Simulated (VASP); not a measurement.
Write the native input for VASP 6.6.1 that does the following.

```yaml
Task: single point
Functional: PBE
Potentials_or_basis: VASP PAW PBE potentials, release 64 (Si, Br)
Cutoff: 520 eV
k_mesh: 6 × 6 × 2
Occupations: gaussian, width 0.1 eV
Spin: no spin polarisation
Dipole_correction: no
Further_INCAR_settings: ALGO = Normal; EDIFF = 1e-07; NBANDS = 18
```

The structure of Si3Br lies in POSCAR:

```
Si3Br
1.0
    3.5538866497      0.0000000000      0.0000000000
   -1.7769433249      3.0777561208      0.0000000000
    0.0000000000      0.0000000000      7.2671783344
Si Br
3 1
Direct
    0.0000000000      0.0000000000      0.0000000000
    0.6666666667      0.3333333333      0.8073928106
    0.6666666667      0.3333333333      0.1926071894
    0.0000000000      0.0000000000      0.5000000000
```

One way to write it, as run:

INCAR

```
ALGO = Normal
EDIFF = 1E-7
ENCUT = 520
GGA = PE
ISIF = 2
ISMEAR = 0
LASPH = True
LCHARG = False
LREAL = False
LWAVE = False
NBANDS = 18
NELM = 100
PREC = Accurate
SIGMA = 0.1
```

KPOINTS

```
k-points
0
Gamma
  6 6 2
```

Potentials or basis: VASP PAW PBE potentials, release 64 (Si, Br).

Run with:

```console
$ cat potpaw_PBE.64/Si/POTCAR potpaw_PBE.64/Br/POTCAR > POTCAR
$ mpirun -np 1 vasp_std > vasp.out
```

Results of the run:

```
Pressure : 0.1 GPa
```

Caveat: the k points lie up to 0.43 Å⁻¹ apart; an odd number of electrons without spin polarisation forces a metal; a magnetic or distorted state may lie lower.

Run time: 15 s on 1 thread of Intel(R) Xeon(R) Platinum 8488C (Sapphire Rapids), on a shared host, peak memory 0.18 GiB.
